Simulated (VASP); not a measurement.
A run of VASP 6.6.1:

The input INCAR:

```
PREC = Accurate ; ENCUT = 520
EDIFF = 1E-6 ; ISMEAR = -1
SIGMA = 0.1 ; LREAL = F
LASPH = T ; NELM = 60
ALGO = Normal ; ISIF = 2
LWAVE = F ; LCHARG = T
LELF = T ; LVHAR = T
NBANDS = 12
```

KPOINTS

```
Automatic mesh
0
Gamma
  20 20 20
```

The input POSCAR:

```
Sc
1.0
    0.0000000000      2.1467375365      2.1467375365
    2.1467375365      0.0000000000      2.1467375365
    2.1467375365      2.1467375365      0.0000000000
Sc
1
Direct
    0.0000000000      0.0000000000      0.0000000000
```

Potentials or basis: VASP PAW LDA potentials, release 64 (Sc_sv).

Run with:

```sh
$ cat potpaw_LDA.64/Sc_sv/POTCAR > POTCAR
$ mpirun -np 1 vasp_std > vasp.out
```

Hardware: 1 thread of Intel Xeon 8259CL, with other jobs on the host.

Task: Estimate the wall time of this run.

Result: Wall time 60 s on 1 thread of Intel Xeon 8259CL, with other jobs on the host, peak memory 0.17 GiB. Counts: scf iterations 11, k points 256.
